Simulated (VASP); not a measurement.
Here is a VASP 6.6.1 calculation.

Contents of INCAR:

```
PREC = Accurate ; ENCUT = 600
EDIFF = 1E-6 ; ISMEAR = 0
SIGMA = 0.2 ; LREAL = False
LASPH = True ; NELM = 200
ALGO = Normal ; ISIF = 2
LWAVE = False ; LCHARG = False
ISPIN = 2 ; MAGMOM = 0 0 1 1 0 0 0
LORBIT = 11 ; LMAXMIX = 4
GGA = PE ; NBANDS = 36
GGA_COMPAT = False
```

Contents of KPOINTS:

```
regular mesh
0
Gamma
  4 4 4
```

File POSCAR:

```
Mg2Ti2O3
1.0
    6.2763409594      0.0000000000      0.0000000000
   -3.1381704797      5.4354707137      0.0000000000
    0.0000000000      0.0000000000      4.5202013994
Mg Ti O
2 2 3
Direct
    0.3333333333      0.6666666667      0.5000000000
    0.6666666667      0.3333333333      0.5000000000
    0.0000000000      0.0000000000      0.5000000000
    0.0000000000      0.0000000000      0.0000000000
    0.5000000000      0.0000000000      0.5000000000
    0.0000000000      0.5000000000      0.5000000000
    0.5000000000      0.5000000000      0.5000000000
```

Potentials or basis: VASP PAW PBE potentials, release 64 (Mg, Ti_sv, O).

Launch:

```sh
$ cat potpaw_PBE.64/Mg/POTCAR potpaw_PBE.64/Ti_sv/POTCAR potpaw_PBE.64/O/POTCAR > POTCAR
$ mpirun -np 1 vasp_std > vasp.out
```

Problem. What does it give for the pressure?

Solution. -0.1 GPa.

Problem. What does it give for the net moment?

Solution. 1.14 μB per cell.

Problem. Estimate the site moments.

Solution. Mg +0.00; Ti +0.24, +0.55; O -0.00 μB.

Stress tensor (GPa, compression positive):
```
-0.13  0.00  0.00
 0.00 -0.13  0.00
 0.00  0.00  0.03
```

Caveat: a moment this small can come from the mesh or the smearing.
